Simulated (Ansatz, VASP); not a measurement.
# Hf in VASP and in Ansatz

File INCAR:

```
SYSTEM = Hf
ALGO     = Normal         ! electronic algorithm
EDIFF    = 1E-6           ! SCF threshold, eV
ENCUT    = 520            ! plane-wave cutoff, eV
ISIF     = 2              ! what is computed and relaxed
ISMEAR   = -1             ! smearing method
LASPH    = .True.         ! aspherical terms in the spheres
LCHARG   = .False.        ! write CHGCAR
LREAL    = .False.        ! projectors in reciprocal space
LWAVE    = .False.        ! write WAVECAR
NBANDS   = 28             ! bands
NELM     = 80             ! most SCF steps
PREC     = Accurate       ! precision mode
SIGMA    = 0.1            ! smearing width, eV
```

The input KPOINTS:

```
k-points
0
Gamma
  13 13 4
  0 0 0
```

Contents of POSCAR:

```
Hf
1.0
    3.1520142083      0.0000000000      0.0000000000
   -1.5760071041      2.7297243775      0.0000000000
    0.0000000000      0.0000000000     10.1066319509
Hf
4
Direct
    0.0000000000      1.0000000000      1.0000000000
    0.0000000000      1.0000000000      0.5000000000
    0.3333333333      0.6666666667      0.2500000000
    0.6666666667      0.3333333333      0.7500000000
```

Input for Ansatz:

```yaml
crystal:
  lattice:
    - [3.1520142083, 0.0, 0.0]
    - [-1.5760071041, 2.7297243775, 0.0]
    - [0.0, 0.0, 10.1066319509]
  atoms:
    - { symbol: Hf, position: [0.0, 1.0, 1.0] }
    - { symbol: Hf, position: [0.0, 1.0, 0.5] }
    - { symbol: Hf, position: [0.3333333333, 0.6666666667, 0.25] }
    - { symbol: Hf, position: [0.6666666667, 0.3333333333, 0.75] }
hamiltonian:
  xc: lda
  pseudopotentials:
    kind: paw
    azcp:
      Hf: "pseudopotentials/Hf.paw.azcp"
basis:
  ecutwfc: 420
  fft_grid_basis: typed
kpoints:
  mp_grid: { grid: [13, 13, 4], shift: [0, 0, 0] }
magnetization:
  spin_polarized: false
scf:
  occupations: { method: fermi_dirac, width: 0.1 }
  lower_state_search: "off"
output:
  stress: true
```

Alike in both runs: task single point; functional LDA; k mesh 13 × 13 × 4; occupations fermi-dirac, width 0.1 eV; no spin polarisation.

|  | VASP | Ansatz |
| --- | --- | --- |
| version | VASP 6.6.1 | Ansatz 0.2.0 |
| potentials or method | VASP PAW LDA potentials, release 64 (Hf_pv), cutoff 520 eV | plane waves (420 eV) with PAW, scalar-relativistic |
| valence electrons in the cell | 40 | 104 |

```tsv
	VASP	Ansatz	Ansatz less VASP
pressure (GPa)	-4.2	-4.2	-0.01
traceless stress, the component that is largest in VASP (GPa)	-0.23	-0.23	+0.008
```

Ansatz warns that its potentials were made for another functional, while VASP's fit it. LDA's correlation is that of Perdew and Zunger in VASP and of Perdew and Wang (1992) in Ansatz. VASP's potentials hold 40 valence electrons a cell and Ansatz's 104, so a difference there can come from the potentials and not from the codes.

Spin-orbit coupling is off throughout.
